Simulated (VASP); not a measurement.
The system is B.

```
B
1.0
     1.88524    0.00000    0.00000
     0.00000    1.88524    0.00000
     0.00000    0.00000    1.88524
B
1
Direct
  0.50000 0.50000 0.50000
```

This isn't the form of B at room conditions, which is rhombohedral.

```yaml
Program: VASP 6.6.1
Task: relaxation of cell and atoms
Functional: PBEsol-based screened hybrid with 25 % exact exchange
Potentials_or_basis: VASP PAW PBE potentials, release 64 (B)
Cutoff: 600 eV
k_mesh: 7 × 7 × 7
Occupations: fermi-dirac, width 0.05 eV
Spin: no spin polarisation
```

At the start: pressure -6.4 GPa; volume 6.70 Å³/atom.

Question: How do energy, volume and symmetry change on relaxing?

Answer: Over 3 steps the energy falls by 3.5 meV/atom and the volume is 6.53 Å³/atom (-2.6 %); space group Pm-3m (No. 221, to 0.1 Å) before and after.

The path:
```tsv
step	energy change (eV)	largest force (eV/Å)	pressure (GPa)	volume (Å³)
1	0.0000	0.0000	-6.41	6.70
2	-0.0027	0.0000	3.28	6.44
3	-0.0035	0.0000	0.02	6.53
```

Final structure:
```
B
1.0
     1.86879    0.00000    0.00000
     0.00000    1.86879    0.00000
     0.00000    0.00000    1.86879
B
1
Cartesian
  0.9344 0.9344 0.9344
```

Caveat: the k points lie up to 0.48 Å⁻¹ apart in the final cell, too coarse for converged energies and pressures of a metal; the PAW data sets were made with another functional, which shifts forces and pressure a little.
